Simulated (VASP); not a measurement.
# Ca (I4/mmm) in VASP: notebook, part 2 of 2

VASP 6.6.1. Earlier steps stand in the parts before.

## 4. Single point, PBE (strain -0.080 along x and y, +0.080 along z)

Contents of INCAR:

```
SYSTEM = Ca
ALGO     = Fast           ! electronic algorithm
EDIFF    = 1E-6           ! SCF threshold, eV
ENCUT    = 520            ! plane-wave cutoff, eV
GGA      = PE             ! functional
ISIF     = 2              ! what is computed and relaxed
ISMEAR   = 0              ! smearing method
LASPH    = .True.         ! aspherical terms in the spheres
LCHARG   = .False.        ! write CHGCAR
LREAL    = .False.        ! projectors in reciprocal space
LWAVE    = .False.        ! write WAVECAR
NBANDS   = 11             ! bands
NELM     = 100            ! most SCF steps
PREC     = Accurate       ! precision mode
SIGMA    = 0.15           ! smearing width, eV
```

Contents of KPOINTS:

```
k-points
0
Gamma
  14 14 14
  0 0 0
```

Contents of POSCAR:

```
Ca
1.0
    0.0000000000      2.5706640000      3.0177360000
    2.5706640000      0.0000000000      3.0177360000
    2.5706640000      2.5706640000      0.0000000000
Ca
1
Direct
    0.0000000000      0.0000000000      0.0000000000
```

Potentials or basis: VASP PAW PBE potentials, release 64 (Ca_sv).

Launch:

```console
$ cat potpaw_PBE.64/Ca_sv/POTCAR > POTCAR
$ mpirun -np 1 vasp_std > vasp.out
```

OUTCAR:

```text
SYSTEM = Ca
   EDIFF = 1E-6
   ENCUT = 520
   GGA = PE
   ISIF = 2
   ISMEAR = 0
   LASPH = .True.
   LREAL = .False.
   NELM = 100
   PREC = Accurate

 ion  position               nearest neighbor table
   1  0.000  0.000  0.000-

  LATTYP: Found a body centered tetragonal cell.
 ALAT       =     3.6354678931
 C/A-ratio  =     1.6601637471

  Lattice vectors:

 A1 = (  -2.5706640000,   0.0000000000,   3.0177360000)
 A2 = (   2.5706640000,   0.0000000000,   3.0177360000)
 A3 = (   0.0000000000,   2.5706640000,  -3.0177360000)

Analysis of symmetry for initial positions (statically):
=====================================================================
 Subroutine PRICEL returns:
 Original cell was already a primitive cell.

 Routine SETGRP: Setting up the symmetry group for a
 body centered tetragonal supercell.

 Subroutine GETGRP returns: Found 16 space group operations
 (whereof 16 operations were pure point group operations)
 out of a pool of 16 trial point group operations.

The static configuration has the point symmetry D_4h.

Analysis of symmetry for dynamics (positions and initial velocities):
=====================================================================
 Subroutine PRICEL returns:
 Original cell was already a primitive cell.

 Routine SETGRP: Setting up the symmetry group for a
 body centered tetragonal supercell.

 Subroutine GETGRP returns: Found 16 space group operations
 (whereof 16 operations were pure point group operations)
 out of a pool of 16 trial point group operations.

The dynamic configuration has the point symmetry D_4h.

 Subroutine INISYM returns: Found 16 space group operations
 (whereof 16 operations are pure point group operations),
 and found     1 'primitive' translations

----------------------------------------------------------------------------------------

                                     Primitive cell

  volume of cell :      39.8843

  direct lattice vectors                    reciprocal lattice vectors
     0.000000000  2.570664000  3.017736000    -0.194502276  0.194502276  0.165687124
     2.570664000  0.000000000  3.017736000     0.194502276 -0.194502276  0.165687124
     2.570664000  2.570664000  0.000000000     0.194502276  0.194502276 -0.165687124

  length of vectors
     3.964220474  3.964220474  3.635467893     0.321114457  0.321114457  0.321114457

  position of ions in fractional coordinates (direct lattice)
     0.000000000  0.000000000  0.000000000

  ion indices of the primitive-cell ions
   primitive index   ion index
                 1           1

----------------------------------------------------------------------------------------

 KPOINTS: k-points

Automatic generation of k-mesh.
 Grid dimensions read from file:
 generate k-points for:   14   14   14

 Generating k-lattice:

  Cartesian coordinates                     Fractional coordinates (reciprocal lattice)
    -0.013893020  0.013893020  0.011834795     0.071428571  0.000000000  0.000000000
     0.013893020 -0.013893020  0.011834795     0.000000000  0.071428571  0.000000000
     0.013893020  0.013893020 -0.011834795     0.000000000  0.000000000  0.071428571

  Length of vectors
     0.022936747  0.022936747  0.022936747

  Shift w.r.t. Gamma in fractional coordinates (k-lattice)
     0.000000000  0.000000000  0.000000000

 Subroutine IBZKPT returns following result:
 ===========================================

 Found    244 irreducible k-points:

 Following reciprocal coordinates:
            Coordinates               Weight
  0.000000  0.000000  0.000000      1.000000
  0.071429  0.000000  0.000000      8.000000
  0.142857 -0.000000  0.000000      8.000000
  0.214286  0.000000  0.000000      8.000000
  0.285714  0.000000  0.000000      8.000000
  0.357143  0.000000  0.000000      8.000000
[... 16 lines left out ...]
  0.214286  0.142857  0.000000      8.000000
  0.285714  0.142857  0.000000      8.000000
 [... further k-points ...]
   k-points           NKPTS =    244   k-points in BZ     NKDIM =    244   number of bands    NBANDS=     11
   number of dos      NEDOS =    301   number of ions     NIONS =      1
   total plane-waves  NPLWV =  25200
   dimension x,y,z NGX =    30 NGY =   30 NGZ =   28
   dimension x,y,z NGXF=    60 NGYF=   60 NGZF=   56
   ions per type =               1
   NGX,Y,Z   is equivalent  to a cutoff of  12.58, 12.58, 12.80 a.u.
   NGXF,Y,Z  is equivalent  to a cutoff of  25.16, 25.16, 25.61 a.u.
 SYSTEM =  Ca
   PREC   = accura    normal or accurate (medium, high low for compatibility)
   ISTART =      0    job   : 0-new  1-cont  2-samecut
   ICHARG =      2    charge: 1-file 2-atom 10-const
   ISPIN  =      1    spin polarized calculation?
   LNONCOLLINEAR =      F non collinear calculations
   LSORBIT =      F    spin-orbit coupling
   LASPH  =      T    aspherical Exc in radial PAW
   ENCUT  =  520.0 eV  38.22 Ry    6.18 a.u.   7.37  7.37  6.76*2*pi/ulx,y,z
   NELM   =    100;   NELMIN=  2; NELMDL= -5     # of ELM steps
   EDIFF  = 0.1E-05   stopping-criterion for ELM
   LREAL  =      F    real-space projection
   EDIFFG = 0.1E-04   stopping-criterion for IOM
   NSW    =      0    number of steps for IOM
   IBRION =     -1    ionic relax: 0-MD 1-quasi-New 2-CG
   NFREE  =      0    steps in history (QN), initial steepest desc. (CG)
   ISIF   =      2    stress and relaxation
   ISYM   =      2    0-nonsym 1-usesym 2-fastsym
   POTIM  = 0.5000    time-step for ionic-motion
   TEBEG  =    0.0;   TEEND  =   0.0 temperature during run
   PSTRESS=    0.0 pullay stress
   NELECT =      10.0000    total number of electrons
   NUPDOWN=      -1.0000    fix difference up-down
   EMIN   =  10.00;   EMAX   =-10.00  energy-range for DOS
   EFERMI =   0.00;   METHOD = LEGACY
   ISMEAR =     0;   SIGMA  =   0.15  broadening in eV -4-tet -1-fermi 0-gaus
   EFERMI_NEDOS =   21; number of points for ismear=-14 and -15
   IALGO  =     68    algorithm
   IMIX   =      4    mixing-type and parameters
     AMIX     =   0.40;   BMIX     =  1.00
     AMIX_MAG =   1.60;   BMIX_MAG =  1.00
  volume/ion in A,a.u.               =      39.88       269.15
  Fermi-wavevector in a.u.,A,eV,Ry     =   1.032304  1.950771 14.499065  1.065651
  Thomas-Fermi vector in A             =   2.166495
   LORBIT       =      0    0 simple, 1 ext, 2 COOP (PROOUT), +10 PAW based schemes
   GGA     = PE    functional components
   LHFCALC =     F    Hartree Fock is set to
   AEXX    =    0.0000 exact exchange contribution
   IVDW    =     0    specifies the selected vdW correction
   LEPSILON=     F    determine dielectric tensor
   LRPA    =     F    only Hartree local field effects (RPA)
 non-spin polarized calculation
 RMM-DIIS sequential band-by-band and
 Gauss-broadening in eV      SIGMA  =   0.15
  energy-cutoff  :      520.00
  volume of cell :       39.88
 maximum number of plane-waves:      1091
 NGX is ok and might be reduce to    30
   NGX = 15   NGY = 15   NGZ = 13

 number of electron      10.0000001 magnetization

 Free energy of the ion-electron system (eV)
  ---------------------------------------------------
  ext. energy  EPLUGINS =         0.00000000
  ---------------------------------------------------
  free energy    TOTEN  =        -1.90257269 eV

  energy without entropy =       -1.88671618  energy(sigma->0) =       -1.89464444

 E-fermi :   2.1999     XC(G=0):  -7.9098

 val. band max:        2.1989444510   @ k =  -0.2857   0.4286   0.2143
 cond. band min:       2.2015865311   @ k =  -0.2143   0.4286   0.3571
 fundamental gap:      0.0026420801
 Fermi energy:         2.1998555813

 k-point     1 :       0.0000    0.0000    0.0000
  band No.  band energies     occupation
      1     -39.7082      2.00000
      2     -20.6269      2.00000
      3     -20.6075      2.00000
      4     -20.6075      2.00000
      5      -1.9294      2.00000
      6       4.1190      0.00000
      7       4.9414      0.00000
      8       4.9414      0.00000
      9       5.0830      0.00000
     10       6.1992      0.00000
     11      11.7902      0.00000
[... 309 lines left out ...]
 k-point    24 :       0.2857    0.1429    0.0000
  band No.  band energies     occupation
      1     -39.6999      2.00000
      2     -20.6903      2.00000
      3     -20.6392      2.00000
      4     -20.6187      2.00000
      5      -0.8281      2.00000
      6       3.5803      0.00000
      7       4.0741      0.00000
      8       5.3569      0.00000
      9       5.4861      0.00000
     10       6.2364      0.00000
     11      10.6091      0.00000

 [... further k-points ...]

------------------------ aborting loop because EDIFF is reached ----------------------------------------

  FORCE on cell =-STRESS in cart. coord.  units (eV):
  Direction    XX          YY          ZZ          XY          YZ          ZX
  --------------------------------------------------------------------------------------
  -------------------------------------------------------------------------------------
  Total        0.4465439      0.4465439     -0.1401531      0.0000000      0.0000000      0.0000000
  in kB       17.9379516     17.9379516     -5.6300412      0.0000000      0.0000000      0.0000000
  external PRESSURE =      10.0819540 kB  Pullay stress =       0.0000000 kB

 VOLUME and BASIS-vectors are now :
 -----------------------------------------------------------------------------
  energy-cutoff  :      520.00
  volume of cell :       39.88
      direct lattice vectors                 reciprocal lattice vectors
     0.000000000  2.570664000  3.017736000    -0.194502276  0.194502276  0.165687124
     2.570664000  0.000000000  3.017736000     0.194502276 -0.194502276  0.165687124
     2.570664000  2.570664000  0.000000000     0.194502276  0.194502276 -0.165687124

 POSITION                                       TOTAL-FORCE (eV/Angst)
 -----------------------------------------------------------------------------------
      0.00000      0.00000      0.00000         0.000000      0.000000     -0.000000
 -----------------------------------------------------------------------------------
    total drift:                               -0.000000     -0.000000      0.000000

  FREE ENERGIE OF THE ION-ELECTRON SYSTEM (eV)
  ---------------------------------------------------
  free  energy   TOTEN  =        -1.9025726917 eV

  energy  without entropy=       -1.8867161814  energy(sigma->0) =       -1.89464444
```

Wall time 85 s (1 thread of Intel Xeon Platinum 8559C (Emerald Rapids), shared host); peak memory 0.23 GiB.

What came out:

| Quantity | Value |
| --- | --- |
| Free energy | -1.9026 eV |
| Pressure | 1.0 GPa |
| Band gap on the k mesh | zero (bands 5 and 6 overlap by 0.28 eV) |

Caveat: the cell differs from its parent crystal (strain -0.080 along x and y, +0.080 along z).

## 5. Single point, PBE (strain +0.000 along x and y, -0.080 along z)

Contents of INCAR:

```
SYSTEM = Ca
  PREC = Accurate
  ENCUT = 520
  EDIFF = 1E-6
  ISMEAR = 0
  SIGMA = 0.15
  LREAL = .FALSE.
  LASPH = .TRUE.
  NELM = 100
  ALGO = Normal
  ISIF = 2
  LWAVE = .FALSE.
  LCHARG = .FALSE.
  GGA = PE
  NBANDS = 11
```

Contents of KPOINTS:

```
Automatic mesh
0
G
  14 14 14
  0 0 0
```

Contents of POSCAR:

```
Ca
1.0
    0.0000000000      2.7942000000      2.5706640000
    2.7942000000      0.0000000000      2.5706640000
    2.7942000000      2.7942000000      0.0000000000
Ca
1
Direct
    0.0000000000      0.0000000000      0.0000000000
```

Launch:

```console
$ cat potpaw_PBE.64/Ca_sv/POTCAR > POTCAR
$ mpirun -np 1 vasp_std > vasp.out
```

Run time: 52 s. Hardware: 1 thread of Intel Xeon Platinum 8559C (Emerald Rapids), shared host; peak memory 0.24 GiB.

Results (log left out):

| Property | Result |
| --- | --- |
| Free energy | -1.9279 eV |
| Pressure | 0.9 GPa |
| Band gap on the k mesh | zero (bands 5 and 6 overlap by 0.27 eV) |

Stress tensor (GPa, compression positive):
```
0.80 0.00 0.00
0.00 0.80 0.00
0.00 0.00 1.18
```

Levels at points of the mesh, in eV from the Fermi level:
| k point | band 3 | band 4 | band 5 | band 6 | band 7 | band 8 |
| --- | --- | --- | --- | --- | --- | --- |
| (0.00, 0.00, 0.00) | -22.82 | -22.81 | -4.12 | 2.30 | 2.30 | 2.66 |
| (0.50, 0.00, 0.00) | -22.85 | -22.82 | -1.00 | -0.11 | 2.03 | 2.54 |
| (0.50, 0.50, 0.00) | -22.89 | -22.89 | -0.36 | 0.41 | 1.67 | 4.25 |
| (0.50, 0.00, 0.50) | -22.88 | -22.86 | -0.59 | 0.64 | 0.79 | 4.20 |

Caveat: the cell differs from its parent crystal (strain +0.000 along x and y, -0.080 along z).

## 6. Summary

```csv
cell,gap on the mesh (eV),pressure (GPa)
"a = 3.715, b = 3.715, c = 3.794 Å, angles 59.3, 59.3, 61.4°, 1 atom",none,2.8
"a = 3.880, b = 3.880, c = 3.635 Å, angles 62.1, 62.1, 55.9°, 1 atom",none,1.8
"a = 3.964, b = 3.964, c = 3.635 Å, angles 62.7, 62.7, 54.6°, 1 atom",none,1.0
"a = 3.797, b = 3.797, c = 3.952 Å, angles 58.6, 58.6, 62.7°, 1 atom",none,0.9
```

Alike in all rows: task single point; level PBE; potentials or basis VASP PAW PBE potentials, release 64 (Ca_sv); no spin polarisation; k mesh 14 × 14 × 14; cutoff (eV) 520; smearing gaussian 0.15 eV.

Total energies depend on the potentials used, so only differences within one code and one set of settings carry meaning.
